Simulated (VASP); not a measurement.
# BP (zincblende type) (F-43m) in VASP: further runs

BP (zincblende type) is run at these levels: LDA; tasks: density of states.

Program: VASP 6.6.1. These are calculated values, not measurements. Logs are shortened: lines on timing, memory, paths and dates and some standing lists are left out, and cuts for length are marked.

**1. The cell of the first run**

Symmetry: F-43m, No. 216, cubic system. The conventional cell has a = 4.490 Å, b = 4.490 Å, c = 4.490 Å, α = 90.00°, β = 90.00°, γ = 90.00°. B (site symmetry -43m) has 4 P at 1.94 Å within 2.6 Å. P (site symmetry -43m) has 4 B at 1.94 Å within 2.6 Å.

**2. Density of states, LDA**

POSCAR reads:

```
BP
1.0
    0.0000000000      2.2450412894      2.2450412894
    2.2450412894      0.0000000000      2.2450412894
    2.2450412894      2.2450412894      0.0000000000
B P
1 1
Direct
    0.0000000000      0.0000000000      0.0000000000
    0.2500000000      0.2500000000      0.2500000000
```

INCAR.step1 reads:

```
SYSTEM = BP
ALGO = Normal
EDIFF = 1E-7
ENCUT = 520
GGA = CA
ISIF = 2
ISMEAR = -1
LASPH = .TRUE.
LCHARG = .TRUE.
LREAL = .FALSE.
LWAVE = .FALSE.
NBANDS = 11
NELM = 60
PREC = Accurate
SIGMA = 0.08
```

KPOINTS.step1 reads:

```
k-points
0
G
  15 15 15
  0 0 0
```

INCAR.step2 reads:

```
SYSTEM = BP
ALGO = Normal
EDIFF = 1E-7
ENCUT = 520
GGA = CA
ICHARG = 11
ISIF = 2
ISMEAR = -5
LASPH = .TRUE.
LCHARG = .FALSE.
LORBIT = 11
LREAL = .FALSE.
LWAVE = .FALSE.
NBANDS = 11
NEDOS = 2001
NELM = 60
PREC = Accurate
SIGMA = 0.08
```

KPOINTS.step2 reads:

```
k-points
0
G
  23 23 23
  0 0 0
```

Potentials or basis: VASP PAW LDA potentials, release 64 (B, P).

Started as:

```bash
cat potpaw_LDA.64/B/POTCAR potpaw_LDA.64/P/POTCAR > POTCAR
cp INCAR.step1 INCAR
cp KPOINTS.step1 KPOINTS
mpirun -np 1 vasp_std > vasp.out
cp INCAR.step2 INCAR
cp KPOINTS.step2 KPOINTS
mpirun -np 1 vasp_std > vasp.out
```

OUTCAR:

```text
SYSTEM = BP
   EDIFF = 1E-7
   ENCUT = 520
   GGA = CA
   ICHARG = 11
   ISIF = 2
   ISMEAR = -5
   LASPH = .TRUE.
   LORBIT = 11
   LREAL = .FALSE.
   NELM = 60
   PREC = Accurate

 ion  position               nearest neighbor table
   1  0.000  0.000  0.000-   2 1.94   2 1.94   2 1.94   2 1.94
   2  0.250  0.250  0.250-   1 1.94   1 1.94   1 1.94   1 1.94

  LATTYP: Found a face centered cubic cell.
 ALAT       =     4.4900825788

  Lattice vectors:

 A1 = (   0.0000000000,   2.2450412894,   2.2450412894)
 A2 = (   2.2450412894,   0.0000000000,   2.2450412894)
 A3 = (   2.2450412894,   2.2450412894,   0.0000000000)

Analysis of symmetry for initial positions (statically):
=====================================================================
 Subroutine PRICEL returns:
 Original cell was already a primitive cell.

 Routine SETGRP: Setting up the symmetry group for a
 face centered cubic supercell.

 Subroutine GETGRP returns: Found 24 space group operations
 (whereof 24 operations were pure point group operations)
 out of a pool of 48 trial point group operations.

The static configuration has the point symmetry T_d .

Analysis of symmetry for dynamics (positions and initial velocities):
=====================================================================
 Subroutine PRICEL returns:
 Original cell was already a primitive cell.

 Routine SETGRP: Setting up the symmetry group for a
 face centered cubic supercell.

 Subroutine GETGRP returns: Found 24 space group operations
 (whereof 24 operations were pure point group operations)
 out of a pool of 48 trial point group operations.

The dynamic configuration has the point symmetry T_d .

 Subroutine INISYM returns: Found 24 space group operations
 (whereof 24 operations are pure point group operations),
 and found     1 'primitive' translations

----------------------------------------------------------------------------------------

                                     Primitive cell

  volume of cell :      22.6310

  direct lattice vectors                    reciprocal lattice vectors
     0.000000000  2.245041289  2.245041289    -0.222713053  0.222713053  0.222713053
     2.245041289  0.000000000  2.245041289     0.222713053 -0.222713053  0.222713053
     2.245041289  2.245041289  0.000000000     0.222713053  0.222713053 -0.222713053

  length of vectors
     3.174967840  3.174967840  3.174967840     0.385750324  0.385750324  0.385750324

  position of ions in fractional coordinates (direct lattice)
     0.000000000  0.000000000  0.000000000
     0.250000000  0.250000000  0.250000000

  ion indices of the primitive-cell ions
   primitive index   ion index
[... 89 lines left out ...]
   EMIN   =  10.00;   EMAX   =-10.00  energy-range for DOS
   EFERMI =   0.00;   METHOD = LEGACY
   ISMEAR =    -5;   SIGMA  =   0.08  broadening in eV -4-tet -1-fermi 0-gaus
   EFERMI_NEDOS =   21; number of points for ismear=-14 and -15
   IALGO  =     38    algorithm
   IMIX   =      4    mixing-type and parameters
     AMIX     =   0.40;   BMIX     =  1.00
     AMIX_MAG =   1.60;   BMIX_MAG =  1.00
  volume/ion in A,a.u.               =      11.32        76.36
  Fermi-wavevector in a.u.,A,eV,Ry     =   1.157543  2.187439 18.230528  1.339906
  Thomas-Fermi vector in A             =   2.294154
   LORBIT       =     11    0 simple, 1 ext, 2 COOP (PROOUT), +10 PAW based schemes
   GGA     = CA    functional components
   LHFCALC =     F    Hartree Fock is set to
   AEXX    =    0.0000 exact exchange contribution
   IVDW    =     0    specifies the selected vdW correction
   LEPSILON=     F    determine dielectric tensor
   LRPA    =     F    only Hartree local field effects (RPA)
 non-spin polarized calculation
 Fermi weights with tetrahedron method with Bloechl corrections
  energy-cutoff  :      520.00
  volume of cell :       22.63
 maximum number of plane-waves:       628

 number of electron       8.0000001 magnetization

 Free energy of the ion-electron system (eV)
  ---------------------------------------------------
  ext. energy  EPLUGINS =         0.00000000
  ---------------------------------------------------
  free energy    TOTEN  =       -14.39972603 eV

  energy without entropy =      -14.39972603  energy(sigma->0) =      -14.39972603

 E-fermi :   7.7962     XC(G=0): -11.2199

 val. band max:        7.7897059202   @ k =   0.0000   0.0000   0.0000
 cond. band min:       8.9419871372   @ k =   0.4348   0.4348   0.0000
 fundamental gap:      1.1522812171
 Fermi energy:         7.7961722259

 k-point     1 :       0.0000    0.0000    0.0000
  band No.  band energies     occupation
      1      -7.8836      2.00000
      2       7.7897      2.00000
      3       7.7897      2.00000
      4       7.7897      2.00000
      5      11.2194      0.00000
      6      11.2194      0.00000
      7      11.2194      0.00000
      8      15.6488      0.00000
      9      19.2737      0.00000
     10      20.0658      0.00000
     11      20.0658      0.00000
[... 309 lines left out ...]
 k-point    24 :      -0.4783    0.0435    0.0000
  band No.  band energies     occupation
      1      -4.4066      2.00000
      2      -1.4140      2.00000
      3       5.7989      2.00000
      4       5.9533      2.00000
      5      11.8443      0.00000
      6      12.5289      0.00000
      7      12.6044      0.00000
      8      17.9202      0.00000
      9      22.0078      0.00000
     10      22.3448      0.00000
     11      22.9359      0.00000

 [... further k-points ...]
[... 5 lines left out ...]
  --------------------------------------------------------------------------------------
  -------------------------------------------------------------------------------------
  Total       -0.0097358     -0.0097358     -0.0097358     -0.0000000     -0.0000000      0.0000000
  in kB       -0.6892515     -0.6892515     -0.6892515     -0.0000000     -0.0000000      0.0000000
  external PRESSURE =      -0.6892515 kB  Pullay stress =       0.0000000 kB

 VOLUME and BASIS-vectors are now :
 -----------------------------------------------------------------------------
  energy-cutoff  :      520.00
  volume of cell :       22.63
      direct lattice vectors                 reciprocal lattice vectors
     0.000000000  2.245041289  2.245041289    -0.222713053  0.222713053  0.222713053
     2.245041289  0.000000000  2.245041289     0.222713053 -0.222713053  0.222713053
     2.245041289  2.245041289  0.000000000     0.222713053  0.222713053 -0.222713053

 POSITION                                       TOTAL-FORCE (eV/Angst)
 -----------------------------------------------------------------------------------
      0.00000      0.00000      0.00000        -0.000000      0.000000      0.000000
      1.12252      1.12252      1.12252         0.000000     -0.000000     -0.000000
 -----------------------------------------------------------------------------------
    total drift:                               -0.000000     -0.000000      0.000000

  FREE ENERGIE OF THE ION-ELECTRON SYSTEM (eV)
  ---------------------------------------------------
  free  energy   TOTEN  =       -14.3997260313 eV

  energy  without entropy=      -14.3997260313  energy(sigma->0) =      -14.39972603

 total charge

# of ion       s       p       d       tot
------------------------------------------
    1        0.668   1.321   0.000   1.988
    2        0.994   1.602   0.000   2.597
--------------------------------------------------
tot          1.662   2.923   0.000   4.585
```

OUTCAR.step1:

```text
SYSTEM = BP
   EDIFF = 1E-7
   ENCUT = 520
   GGA = CA
   ISIF = 2
   ISMEAR = -1
   LASPH = .TRUE.
[... 556 lines left out ...]
      0.00000      0.00000      0.00000        -0.000000     -0.000000     -0.000000
      1.12252      1.12252      1.12252         0.000000      0.000000      0.000000
 -----------------------------------------------------------------------------------
    total drift:                                0.000000      0.000000      0.000000

  FREE ENERGIE OF THE ION-ELECTRON SYSTEM (eV)
  ---------------------------------------------------
  free  energy   TOTEN  =       -14.3997208894 eV

  energy  without entropy=      -14.3997135426  energy(sigma->0) =      -14.39971722
```

Run time: 19 s. Hardware: 1 thread of Intel Xeon 6975P-C (Granite Rapids), shared host; peak memory 0.18 GiB.

Results:

* Valence electrons inside the program's atomic spheres: B 1.99; P 2.60

Levels at points of the mesh, in eV from the valence-band top:
```tsv
k point	band 1	band 2	band 3	band 4	band 5	band 6	band 7	band 8
(0.00, 0.00, 0.00)	-15.67	0.00	0.00	0.00	3.43	3.43	3.43	7.86
```

(Part 1 of 2 ends here.)
